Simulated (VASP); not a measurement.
Wanted: the native input for a VASP 6.6.1 run.

- Task: single point
- Functional: r2SCAN
- Potentials or basis: VASP PAW PBE potentials, release 64 (B, N)
- Cutoff: 660 eV
- k mesh: 12 × 12 × 12
- Occupations: gaussian, width 0.01 eV
- Spin: no spin polarisation
- Dipole correction: no
- Further INCAR settings: ALGO = Normal; EDIFF = 1e-06; NBANDS = 11

Crystal: BN.

```
B N
1.0
     0.00000    1.80120    1.80120
     1.80120    0.00000    1.80120
     1.80120    1.80120    0.00000
B N
1 1
Direct
  0.00000 0.00000 0.00000
  0.25000 0.25000 0.25000
```

The input as run:

POSCAR

```
BN
1.0
    0.0000000000      1.8011970000      1.8011970000
    1.8011970000      0.0000000000      1.8011970000
    1.8011970000      1.8011970000      0.0000000000
B N
1 1
Direct
    0.0000000000      0.0000000000      0.0000000000
    0.2500000000      0.2500000000      0.2500000000
```

INCAR.step1

```
PREC = Accurate
ENCUT = 660
ISMEAR = 0
SIGMA = 0.01
LREAL = F
LASPH = T
NELM = 120
NBANDS = 11
GGA = PE
ALGO = Normal
EDIFF = 1E-5
LWAVE = T
LCHARG = F
GGA_COMPAT = F
```

INCAR.step2

```
PREC = Accurate
ENCUT = 660
EDIFF = 1E-6
ISMEAR = 0
SIGMA = 0.01
LREAL = F
LASPH = T
NELM = 120
ALGO = Normal
ISIF = 2
LWAVE = F
LCHARG = F
METAGGA = R2SCAN
LMIXTAU = T
NBANDS = 11
ISTART = 1
GGA_COMPAT = F
```

KPOINTS

```
regular mesh
0
Gamma
  12 12 12
```

Potentials or basis: VASP PAW PBE potentials, release 64 (B, N).

The run is started by

```console
$ cat potpaw_PBE.64/B/POTCAR potpaw_PBE.64/N/POTCAR > POTCAR
$ cp INCAR.step1 INCAR
$ mpirun -np 1 vasp_std > vasp.out
$ cp INCAR.step2 INCAR
$ mpirun -np 1 vasp_std > vasp.out
```

Results of the run:

The pressure is 3.6 GPa and the band gap on the k mesh is 4.99 eV, indirect (least direct gap 9.58 eV).

Caveat: the PAW data sets were made with another functional, which shifts forces and pressure a little.

It took 41 s on 1 thread of Intel(R) Xeon(R) Platinum 8488C (Sapphire Rapids) (shared host), peak memory 0.14 GiB.
